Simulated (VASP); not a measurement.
**Ag: single point with PBEsol**

Ag:

```
Ag
1.0
     0.00000    2.02715    2.02715
     2.02715    0.00000    2.02715
     2.02715    2.02715    0.00000
Ag
1
Direct
  0.00000 0.00000 0.00000
```

```
Program             : VASP 6.6.1
Task                : single point
Functional          : PBEsol
Potentials or basis : VASP PAW PBE potentials, release 64 (Ag)
Cutoff              : 520 eV
k mesh              : 18 × 18 × 18
Occupations         : gaussian, width 0.05 eV
Spin                : no spin polarisation
```

- Pressure: -0.2 GPa

Levels at points of the mesh, in eV from the Fermi level:
```csv
k point,band 2,band 3,band 4,band 5,band 6,band 7,band 8,band 9,band 10,band 11
"(0.00, 0.00, 0.00)",-4.78,-4.78,-4.78,-3.69,-3.69,16.11,19.82,19.82,19.82,24.70
"(0.50, 0.00, 0.00)",-4.80,-4.80,-2.86,-2.86,-0.45,3.79,15.34,18.12,18.12,23.23
"(0.50, 0.50, 0.00)",-6.35,-2.89,-2.64,-2.64,1.59,6.97,10.79,10.79,17.52,17.60
```

Run time: 19 s on 1 thread of Intel(R) Xeon(R) Platinum 8488C (Sapphire Rapids) (shared host), peak memory 0.16 GiB.

Caveat: the PAW data sets were made with another functional, which shifts forces and pressure a little.
